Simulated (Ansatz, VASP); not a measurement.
As: VASP beside Ansatz

```
CELL_PARAMETERS angstrom
1.84240 1.06371 3.44233
-1.84240 1.06371 3.44233
0.00000 -2.12742 3.44233
ATOMIC_POSITIONS crystal
As 0.22600 0.22600 0.22600
As 0.77400 0.77400 0.77400
```

Alike in both runs: task single point; functional HSE06; k mesh 6 × 6 × 6; occupations fermi-dirac, width 0.05 eV; no spin polarisation.

|  | VASP | Ansatz |
| --- | --- | --- |
| version | VASP 6.6.1 | Ansatz 0.2.0 |
| potentials or method | VASP PAW PBE potentials, release 64 (As) | Ansatz PAW |
| plane-wave cutoff (eV) | 520 | 420 |
| valence electrons in the cell | 10 | 30 |

|  | VASP | Ansatz | Ansatz less VASP |
| --- | --- | --- | --- |
| gap on the k mesh at the Fermi level (eV) | none | none | - |
| pressure (GPa) | 6.3 | 6.6 | +0.31 |
| traceless stress, the component that is largest in VASP (GPa) | -1.31 | -1.38 | -0.073 |
| rms of the force components (eV/Å) | 0.289 | 0.286 | -0.0030 |

Atom by atom the forces differ by 0.003 eV/Å (rms over components). A gap of «none» marks a metal or a gap that the smearing closes. VASP's potentials hold 10 valence electrons a cell and Ansatz's 30, so a difference there can come from the potentials and not from the codes.
